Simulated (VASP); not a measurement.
# LiCl (I4/mmm) in VASP: a series of runs, part 2 of 2

VASP 6.6.1. Earlier steps stand in the parts before.

## Step 3: Single point, PBEsol (strain +0.025 along x and y, -0.025 along z)

The input, INCAR:

```
PREC = Accurate ; ENCUT = 520
EDIFF = 1E-6 ; ISMEAR = 0
SIGMA = 0.05 ; LREAL = False
LASPH = True ; NELM = 80
ALGO = Normal ; ISIF = 2
LWAVE = False ; LCHARG = False
GGA = PS ; NBANDS = 12
```

The input, KPOINTS:

```
Automatic mesh
0
Gamma
  8 8 8
```

The input, POSCAR:

```
LiCl
1.0
    0.0000000000      2.6288790000      2.5006410000
    2.6288790000      0.0000000000      2.5006410000
    2.6288790000      2.6288790000      0.0000000000
Li Cl
1 1
Direct
    0.0000000000      0.0000000000      0.0000000000
    0.5000000000      0.5000000000      0.5000000000
```

Potentials or basis: VASP PAW PBE potentials, release 64 (Li_sv, Cl).

The run is started by

```sh
$ cat potpaw_PBE.64/Li_sv/POTCAR potpaw_PBE.64/Cl/POTCAR > POTCAR
$ mpirun -np 1 vasp_std > vasp.out
```

OUTCAR:

```text
PREC = Accurate
   ENCUT = 520
   EDIFF = 1E-6
   ISMEAR = 0
   LREAL = False
   LASPH = True
   NELM = 80
   ISIF = 2
   GGA = PS

 ion  position               nearest neighbor table
   1  0.000  0.000  0.000-   2 2.50   2 2.50   2 2.63   2 2.63   2 2.63   2 2.63
   2  0.500  0.500  0.500-   1 2.50   1 2.50   1 2.63   1 2.63   1 2.63   1 2.63

  LATTYP: Found a body centered tetragonal cell.
 ALAT       =     3.7177963356
 C/A-ratio  =     1.3452275349

  Lattice vectors:

 A1 = (   0.0000000000,  -2.6288790000,  -2.5006410000)
 A2 = (   0.0000000000,   2.6288790000,  -2.5006410000)
 A3 = (   2.6288790000,   0.0000000000,   2.5006410000)

Analysis of symmetry for initial positions (statically):
=====================================================================
 Subroutine PRICEL returns:
 Original cell was already a primitive cell.

 Routine SETGRP: Setting up the symmetry group for a
 body centered tetragonal supercell.

 Subroutine GETGRP returns: Found 16 space group operations
 (whereof 16 operations were pure point group operations)
 out of a pool of 16 trial point group operations.

The static configuration has the point symmetry D_4h.

Analysis of symmetry for dynamics (positions and initial velocities):
=====================================================================
 Subroutine PRICEL returns:
 Original cell was already a primitive cell.

 Routine SETGRP: Setting up the symmetry group for a
 body centered tetragonal supercell.

 Subroutine GETGRP returns: Found 16 space group operations
 (whereof 16 operations were pure point group operations)
 out of a pool of 16 trial point group operations.

The dynamic configuration has the point symmetry D_4h.

 Subroutine INISYM returns: Found 16 space group operations
 (whereof 16 operations are pure point group operations),
 and found     1 'primitive' translations

----------------------------------------------------------------------------------------

                                     Primitive cell

  volume of cell :      34.5639

  direct lattice vectors                    reciprocal lattice vectors
     0.000000000  2.628879000  2.500641000    -0.190195136  0.190195136  0.199948733
     2.628879000  0.000000000  2.500641000     0.190195136 -0.190195136  0.199948733
     2.628879000  2.628879000  0.000000000     0.190195136  0.190195136 -0.199948733

  length of vectors
     3.628251674  3.628251674  3.717796336     0.335153511  0.335153511  0.335153511

  position of ions in fractional coordinates (direct lattice)
     0.000000000  0.000000000  0.000000000
     0.500000000  0.500000000  0.500000000

  ion indices of the primitive-cell ions
   primitive index   ion index
                 1           1
                 2           2

----------------------------------------------------------------------------------------

 KPOINTS: Automatic mesh

Automatic generation of k-mesh.
 Grid dimensions read from file:
 generate k-points for:    8    8    8

 Generating k-lattice:

[... 23 lines left out ...]
  0.125000  0.125000  0.000000      2.000000
[... 16 lines left out ...]
  0.250000 -0.000000  0.125000     16.000000
  0.375000 -0.000000  0.125000     16.000000
 [... further k-points ...]
   k-points           NKPTS =     59   k-points in BZ     NKDIM =     59   number of bands    NBANDS=     12
   number of dos      NEDOS =    301   number of ions     NIONS =      2
   total plane-waves  NPLWV =  21952
   dimension x,y,z NGX =    28 NGY =   28 NGZ =   28
   dimension x,y,z NGXF=    56 NGYF=   56 NGZF=   56
   ions per type =               1   1
   NGX,Y,Z   is equivalent  to a cutoff of  12.83, 12.83, 12.52 a.u.
   NGXF,Y,Z  is equivalent  to a cutoff of  25.66, 25.66, 25.04 a.u.
 SYSTEM =  unknown system
   PREC   = accura    normal or accurate (medium, high low for compatibility)
   ISTART =      0    job   : 0-new  1-cont  2-samecut
   ICHARG =      2    charge: 1-file 2-atom 10-const
   ISPIN  =      1    spin polarized calculation?
   LNONCOLLINEAR =      F non collinear calculations
   LSORBIT =      F    spin-orbit coupling
   LASPH  =      T    aspherical Exc in radial PAW
   ENCUT  =  520.0 eV  38.22 Ry    6.18 a.u.   6.75  6.75  6.91*2*pi/ulx,y,z
   NELM   =     80;   NELMIN=  2; NELMDL= -5     # of ELM steps
   EDIFF  = 0.1E-05   stopping-criterion for ELM
   LREAL  =      F    real-space projection
   EDIFFG = 0.1E-04   stopping-criterion for IOM
   NSW    =      0    number of steps for IOM
   IBRION =     -1    ionic relax: 0-MD 1-quasi-New 2-CG
   NFREE  =      0    steps in history (QN), initial steepest desc. (CG)
   ISIF   =      2    stress and relaxation
   ISYM   =      2    0-nonsym 1-usesym 2-fastsym
   POTIM  = 0.5000    time-step for ionic-motion
   TEBEG  =    0.0;   TEEND  =   0.0 temperature during run
   PSTRESS=    0.0 pullay stress
   NELECT =      10.0000    total number of electrons
   NUPDOWN=      -1.0000    fix difference up-down
   EMIN   =  10.00;   EMAX   =-10.00  energy-range for DOS
   EFERMI =   0.00;   METHOD = LEGACY
   ISMEAR =     0;   SIGMA  =   0.05  broadening in eV -4-tet -1-fermi 0-gaus
   EFERMI_NEDOS =   21; number of points for ismear=-14 and -15
   IALGO  =     38    algorithm
   IMIX   =      4    mixing-type and parameters
     AMIX     =   0.40;   BMIX     =  1.00
     AMIX_MAG =   1.60;   BMIX_MAG =  1.00
  volume/ion in A,a.u.               =      17.28       116.62
  Fermi-wavevector in a.u.,A,eV,Ry     =   1.082764  2.046128 15.951182  1.172379
  Thomas-Fermi vector in A             =   2.218814
   LORBIT       =      0    0 simple, 1 ext, 2 COOP (PROOUT), +10 PAW based schemes
   GGA     = PS    functional components
   LHFCALC =     F    Hartree Fock is set to
   AEXX    =    0.0000 exact exchange contribution
   IVDW    =     0    specifies the selected vdW correction
   LEPSILON=     F    determine dielectric tensor
   LRPA    =     F    only Hartree local field effects (RPA)
 non-spin polarized calculation
 Gauss-broadening in eV      SIGMA  =   0.05
  energy-cutoff  :      520.00
  volume of cell :       34.56
 maximum number of plane-waves:       942
   NGX = 13   NGY = 13   NGZ = 13

 number of electron      10.0000010 magnetization

 Free energy of the ion-electron system (eV)
  ---------------------------------------------------
  ext. energy  EPLUGINS =         0.00000000
  ---------------------------------------------------
  free energy    TOTEN  =        -7.62098999 eV

  energy without entropy =       -7.62098999  energy(sigma->0) =       -7.62098999

 E-fermi :   0.7487     XC(G=0):  -8.8025

 val. band max:        0.4002033016   @ k =   0.0000   0.0000   0.0000
 cond. band min:       6.3576937202   @ k =   0.0000   0.0000   0.0000
 fundamental gap:      5.9574904186
 Fermi energy:         0.7487089423

 k-point     1 :       0.0000    0.0000    0.0000
  band No.  band energies     occupation
      1     -42.4956      2.00000
      2     -12.9565      2.00000
      3       0.2464      2.00000
      4       0.4002      2.00000
      5       0.4002      2.00000
      6       6.3577      0.00000
      7      12.0215      0.00000
      8      12.0215      0.00000
      9      12.4444      0.00000
     10      14.3169      0.00000
     11      14.3169      0.00000
     12      14.4886      0.00000
[... 331 lines left out ...]
 k-point    24 :       0.3750   -0.0000    0.1250
  band No.  band energies     occupation
      1     -42.4935      2.00000
      2     -12.5129      2.00000
      3      -1.8013      2.00000
      4      -0.1314      2.00000
      5      -0.0407      2.00000
      6       7.7778      0.00000
      7       9.7150      0.00000
      8      10.9454      0.00000
      9      11.2965      0.00000
     10      14.4326      0.00000
     11      16.4477      0.00000
     12      17.0042      0.00000

 [... further k-points ...]

------------------------ aborting loop because EDIFF is reached ----------------------------------------

  FORCE on cell =-STRESS in cart. coord.  units (eV):
  Direction    XX          YY          ZZ          XY          YZ          ZX
  --------------------------------------------------------------------------------------
  -------------------------------------------------------------------------------------
  Total       -0.5069267     -0.5069267     -0.1717029      0.0000000     -0.0000000      0.0000000
  in kB      -23.4981239    -23.4981239     -7.9591300      0.0000000     -0.0000000      0.0000000
  external PRESSURE =     -18.3184593 kB  Pullay stress =       0.0000000 kB

 VOLUME and BASIS-vectors are now :
 -----------------------------------------------------------------------------
  energy-cutoff  :      520.00
  volume of cell :       34.56
      direct lattice vectors                 reciprocal lattice vectors
     0.000000000  2.628879000  2.500641000    -0.190195136  0.190195136  0.199948733
     2.628879000  0.000000000  2.500641000     0.190195136 -0.190195136  0.199948733
     2.628879000  2.628879000  0.000000000     0.190195136  0.190195136 -0.199948733

 POSITION                                       TOTAL-FORCE (eV/Angst)
 -----------------------------------------------------------------------------------
      0.00000      0.00000      0.00000        -0.000000      0.000000      0.000000
      2.62888      2.62888      2.50064         0.000000     -0.000000      0.000000
 -----------------------------------------------------------------------------------
    total drift:                                0.000000      0.000000      0.000000

  FREE ENERGIE OF THE ION-ELECTRON SYSTEM (eV)
  ---------------------------------------------------
  free  energy   TOTEN  =        -7.6209899922 eV

  energy  without entropy=       -7.6209899922  energy(sigma->0) =       -7.62098999
```

Wall time 34 s (1 thread of Intel Xeon 8259CL, shared host); peak memory 0.16 GiB.

What came out:

```yaml
Free_energy: -7.6210 eV
Band_gap_on_the_k_mesh: 5.96 eV, direct
```

Levels at points of the mesh, in eV from the valence-band top:
| k point | band 1 | band 2 | band 3 | band 4 | band 5 | band 6 | band 7 | band 8 | band 9 | band 10 |
| --- | --- | --- | --- | --- | --- | --- | --- | --- | --- | --- |
| (0.00, 0.00, 0.00) | -42.90 | -13.36 | -0.15 | 0.00 | 0.00 | 5.96 | 11.62 | 11.62 | 12.04 | 13.92 |
| (0.50, 0.00, 0.00) | -42.89 | -12.81 | -2.82 | -0.36 | -0.24 | 6.48 | 9.14 | 9.57 | 12.53 | 16.50 |
| (0.50, 0.50, 0.00) | -42.89 | -12.52 | -2.89 | -1.23 | -1.23 | 7.64 | 7.93 | 12.50 | 13.54 | 13.54 |
| (0.50, 0.00, 0.50) | -42.89 | -12.60 | -2.90 | -1.24 | -0.91 | 7.72 | 8.17 | 11.81 | 13.41 | 14.42 |

Caveat: the cell differs from its parent crystal (strain +0.025 along x and y, -0.025 along z); the cutoff is under 1.25 times the usual one of these potentials, so pressure, stress and relaxed cells hold a basis-set (Pulay) error; the PAW data sets were made with another functional, which shifts forces and pressure a little. A k mesh can miss the band edges.

## Step 4: Single point, PBEsol (strain +0.050 along x and y, -0.025 along z)

The input, INCAR:

```
ALGO = Normal
EDIFF = 1E-7
ENCUT = 520
GGA = PS
ISIF = 2
ISMEAR = 0
LASPH = True
LCHARG = False
LREAL = False
LWAVE = False
NBANDS = 12
NELM = 100
PREC = Accurate
SIGMA = 0.05
```

The input, KPOINTS:

```
k-points
0
Gamma
  8 8 8
```

The input, POSCAR:

```
LiCl
1.0
    0.0000000000      2.6929980000      2.5006410000
    2.6929980000      0.0000000000      2.5006410000
    2.6929980000      2.6929980000      0.0000000000
Li Cl
1 1
Direct
    0.0000000000      0.0000000000      0.0000000000
    0.5000000000      0.5000000000      0.5000000000
```

Potentials or basis: VASP PAW PBE potentials, release 64 (Li_sv, Cl).

The run is started by

```sh
$ cat potpaw_PBE.64/Li_sv/POTCAR potpaw_PBE.64/Cl/POTCAR > POTCAR
$ mpirun -np 1 vasp_std > vasp.out
```

OUTCAR:

```text
EDIFF = 1E-7
   ENCUT = 520
   GGA = PS
   ISIF = 2
   ISMEAR = 0
   LASPH = True
   LREAL = False
   NELM = 100
   PREC = Accurate

 ion  position               nearest neighbor table
   1  0.000  0.000  0.000-   2 2.50   2 2.50
   2  0.500  0.500  0.500-   1 2.50   1 2.50

  LATTYP: Found a body centered tetragonal cell.
 ALAT       =     3.8084742950
 C/A-ratio  =     1.3131983079

  Lattice vectors:

 A1 = (   0.0000000000,  -2.6929980000,  -2.5006410000)
 A2 = (   0.0000000000,   2.6929980000,  -2.5006410000)
 A3 = (   2.6929980000,   0.0000000000,   2.5006410000)

Analysis of symmetry for initial positions (statically):
=====================================================================
 Subroutine PRICEL returns:
 Original cell was already a primitive cell.

 Routine SETGRP: Setting up the symmetry group for a
 body centered tetragonal supercell.

 Subroutine GETGRP returns: Found 16 space group operations
 (whereof 16 operations were pure point group operations)
 out of a pool of 16 trial point group operations.

The static configuration has the point symmetry D_4h.

Analysis of symmetry for dynamics (positions and initial velocities):
[... 164 lines left out ...]
 Fermi energy:         0.4527658857

 k-point     1 :       0.0000    0.0000    0.0000
  band No.  band energies     occupation
      1     -42.9221      2.00000
      2     -13.1445      2.00000
      3      -0.1527      2.00000
      4       0.0762      2.00000
      5       0.0762      2.00000
      6       5.7671      0.00000
      7      11.5908      0.00000
      8      11.5908      0.00000
      9      12.1941      0.00000
     10      13.5819      0.00000
     11      13.5820      0.00000
     12      13.8465      0.00000
[... 331 lines left out ...]
 k-point    24 :       0.3750    0.0000    0.1250
  band No.  band energies     occupation
      1     -42.9205      2.00000
      2     -12.7518      2.00000
      3      -1.9985      2.00000
      4      -0.4522      2.00000
      5      -0.3387      2.00000
      6       7.2957      0.00000
      7       9.2883      0.00000
      8      10.4141      0.00000
      9      10.9210      0.00000
     10      13.9298      0.00000
     11      15.8689      0.00000
     12      16.3415      0.00000

 [... further k-points ...]
[... 5 lines left out ...]
  --------------------------------------------------------------------------------------
  -------------------------------------------------------------------------------------
  Total       -0.7670012     -0.7670012     -0.3839395      0.0000000      0.0000000      0.0000000
  in kB      -33.8807667    -33.8807667    -16.9597698      0.0000000      0.0000000      0.0000000
  external PRESSURE =     -28.2404344 kB  Pullay stress =       0.0000000 kB

 VOLUME and BASIS-vectors are now :
 -----------------------------------------------------------------------------
  energy-cutoff  :      520.00
  volume of cell :       36.27
      direct lattice vectors                 reciprocal lattice vectors
     0.000000000  2.692998000  2.500641000    -0.185666681  0.185666681  0.199948733
     2.692998000  0.000000000  2.500641000     0.185666681 -0.185666681  0.199948733
     2.692998000  2.692998000  0.000000000     0.185666681  0.185666681 -0.199948733

 POSITION                                       TOTAL-FORCE (eV/Angst)
 -----------------------------------------------------------------------------------
      0.00000      0.00000      0.00000         0.000000     -0.000000      0.000000
      2.69300      2.69300      2.50064        -0.000000      0.000000      0.000000
 -----------------------------------------------------------------------------------
    total drift:                                0.000000      0.000000      0.000000

  FREE ENERGIE OF THE ION-ELECTRON SYSTEM (eV)
  ---------------------------------------------------
  free  energy   TOTEN  =        -7.5910932486 eV

  energy  without entropy=       -7.5910932486  energy(sigma->0) =       -7.59109325
```

OSZICAR:

```text
N       E                     dE             d eps       ncg     rms          rms(c)
DAV:   1     0.397060702486E+02    0.39706E+02   -0.40586E+03  1416   0.761E+02
DAV:   2    -0.516222938148E+01   -0.44868E+02   -0.43289E+02  1800   0.141E+02
DAV:   3    -0.758213110753E+01   -0.24199E+01   -0.24126E+01  1836   0.344E+01
DAV:   4    -0.765400824864E+01   -0.71877E-01   -0.71855E-01  2032   0.596E+00
DAV:   5    -0.765471839925E+01   -0.71015E-03   -0.71014E-03  1864   0.558E-01    0.221E+00
DAV:   6    -0.758956717492E+01    0.65151E-01   -0.13634E-01  1808   0.165E+00    0.149E+00
DAV:   7    -0.758853626287E+01    0.10309E-02   -0.39105E-02  2224   0.102E+00    0.761E-01
DAV:   8    -0.759107010745E+01   -0.25338E-02   -0.45328E-03  1684   0.470E-01    0.125E-01
DAV:   9    -0.759105172319E+01    0.18384E-04   -0.22568E-04  1920   0.103E-01    0.470E-02
DAV:  10    -0.759109205371E+01   -0.40331E-04   -0.75318E-05  1672   0.581E-02    0.337E-02
DAV:  11    -0.759109331648E+01   -0.12628E-05   -0.11536E-05  1872   0.206E-02    0.347E-03
DAV:  12    -0.759109320173E+01    0.11474E-06   -0.27786E-07  1740   0.429E-03    0.535E-04
DAV:  13    -0.759109324857E+01   -0.46836E-07   -0.24136E-08  1216   0.117E-03
   1 F= -.75910932E+01 E0= -.75910932E+01  d E =-.256153E-28
```

stdout:

```text
POSCAR found type information on POSCAR LiCl
 POSCAR found :  2 types and       2 ions
 scaLAPACK will be used
 -----------------------------------------------------------------------------
|                                                                             |
|                                                                             |
|     You enforced a specific xc type in the INCAR file but a different       |
|     I HOPE YOU KNOW WHAT YOU ARE DOING!                                     |
|                                                                             |
 -----------------------------------------------------------------------------

 LDA part: xc-table for (Slater+PW92), standard interpolation
 POSCAR, INCAR and KPOINTS ok, starting setup
 FFT: planning ... GRIDC
 FFT: planning ... GRID_SOFT
 FFT: planning ... GRID
 WAVECAR not read
 entering main loop
```

Wall time 30 s (1 thread of Intel Xeon 8259CL, shared host); peak memory 0.16 GiB.

Results:

```
Free energy            : -7.5911 eV
Band gap on the k mesh : 5.69 eV, direct
```

Caveat: the cell differs from its parent crystal (strain +0.050 along x and y, -0.025 along z); the cutoff is under 1.25 times the usual one of these potentials, so pressure, stress and relaxed cells hold a basis-set (Pulay) error; the PAW data sets were made with another functional, which shifts forces and pressure a little. A k mesh can miss the band edges.

## Step 5: Single point, PBEsol (strain +0.050 along x and y, +0.000 along z)

The input, INCAR:

```
ALGO = Normal ; EDIFF = 1E-6
ENCUT = 520 ; GGA = PS
ISIF = 2 ; ISMEAR = 0
LASPH = True ; LCHARG = True
LELF = True ; LREAL = False
LVHAR = True ; LWAVE = False
NBANDS = 12 ; NELM = 80
PREC = Accurate ; SIGMA = 0.05
```

KPOINTS is that of step 4.

The input, POSCAR:

```
LiCl
1.0
    0.0000000000      2.6929980000      2.5647600000
    2.6929980000      0.0000000000      2.5647600000
    2.6929980000      2.6929980000      0.0000000000
Li Cl
1 1
Direct
    0.0000000000      0.0000000000      0.0000000000
    0.5000000000      0.5000000000      0.5000000000
```

The run is started by

```sh
$ cat potpaw_PBE.64/Li_sv/POTCAR potpaw_PBE.64/Cl/POTCAR > POTCAR
$ mpirun -np 1 vasp_std > vasp.out
```

Wall time 30 s (1 thread of Intel Xeon 8259CL, shared host); peak memory 0.16 GiB.

The run converged. Its results:

```yaml
Free_energy: -7.5780 eV
Band_gap_on_the_k_mesh: 5.59 eV, direct
```

Levels at points of the mesh, in eV from the valence-band top:
```csv
k point,band 3,band 4,band 5,band 6,band 7,band 8
"(0.00, 0.00, 0.00)",-0.14,0.00,0.00,5.59,11.56,11.56
"(0.50, 0.00, 0.00)",-2.54,-0.31,-0.22,6.42,9.11,9.50
"(0.50, 0.50, 0.00)",-2.58,-1.08,-1.08,7.49,8.03,11.88
"(0.50, 0.00, 0.50)",-2.58,-1.10,-0.81,7.55,8.26,11.24
```

Caveat: the cell differs from its parent crystal (strain +0.050 along x and y, +0.000 along z); the cutoff is under 1.25 times the usual one of these potentials, so pressure, stress and relaxed cells hold a basis-set (Pulay) error; the PAW data sets were made with another functional, which shifts forces and pressure a little. A k mesh can miss the band edges.

## Step 6: Overview

| cell | gap on the mesh (eV) |
| --- | --- |
| a = 3.632, b = 3.632, c = 3.808 Å, angles 58.4, 58.4, 63.2°, 2 atoms | 5.80 |
| a = 3.628, b = 3.628, c = 3.718 Å, angles 59.2, 59.2, 61.6°, 2 atoms | 5.96 |
| a = 3.675, b = 3.675, c = 3.808 Å, angles 58.8, 58.8, 62.4°, 2 atoms | 5.69 |
| a = 3.719, b = 3.719, c = 3.808 Å, angles 59.2, 59.2, 61.6°, 2 atoms | 5.59 |

Alike in all rows: task single point; level PBEsol; potentials or basis VASP PAW PBE potentials, release 64 (Li_sv, Cl); no spin polarisation; k mesh 8 × 8 × 8; cutoff (eV) 520; smearing gaussian 0.05 eV.

Caveats: the cutoff is under 1.25 times the usual one of these potentials, so pressure, stress and relaxed cells hold a basis-set (Pulay) error; the PAW data sets were made with another functional, which shifts forces and pressure a little.

Total energies depend on the potentials used, so only differences within one code and one set of settings carry meaning.
